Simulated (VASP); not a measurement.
Y2CF2: single point with LDA

Crystal: Y2CF2.

```
CELL_PARAMETERS angstrom
3.60030 0.00000 0.00000
-1.80015 3.11795 0.00000
0.00000 0.00000 6.21022
ATOMIC_POSITIONS crystal
Y 0.33333 0.66667 0.21571
Y 0.66667 0.33333 0.78429
C 0.00000 0.00000 0.00000
F 0.33333 0.66667 0.61209
F 0.66667 0.33333 0.38791
```

```
Program                : VASP 6.6.1
Task                   : single point
Functional             : LDA
Potentials or basis    : VASP PAW LDA potentials, release 64 (Y_sv, C, F)
Cutoff                 : 520 eV
k mesh                 : 9 × 9 × 4
Occupations            : gaussian, width 0.02 eV
Spin                   : no spin polarisation
Dipole correction      : no
Further INCAR settings : ALGO = Normal; EDIFF = 1e-06; NBANDS = 28
```

| Property | Result |
| --- | --- |
| Pressure | 0.1 GPa |
| Largest force | 0.003 eV/Å |
| Band gap on the k mesh | 1.05 eV (least direct gap 1.19 eV) |

Forces on the atoms (eV/Å):
```
Y    0.000  0.000 -0.003
Y    0.000  0.000  0.003
C    0.000  0.000  0.000
F    0.000  0.000 -0.003
F    0.000  0.000  0.003
```

Levels at points of the mesh, in eV from the valence-band top:
| k point | band 16 | band 17 | band 18 | band 19 | band 20 | band 21 | band 22 | band 23 | band 24 | band 25 |
| --- | --- | --- | --- | --- | --- | --- | --- | --- | --- | --- |
| (0.00, 0.00, 0.00) | -6.25 | -6.25 | -1.34 | -0.02 | -0.02 | 2.95 | 2.95 | 3.01 | 4.27 | 5.10 |
| (0.00, 0.00, 0.50) | -6.20 | -5.59 | -1.54 | 0.00 | 0.00 | 3.11 | 3.11 | 3.34 | 4.37 | 5.06 |

It took 91 s on 1 thread of Intel(R) Xeon(R) Platinum 8259CL CPU @ 2.50GHz (Skylake/Cascade Lake), on a shared host, peak memory 0.22 GiB.

A k mesh can miss the band edges.
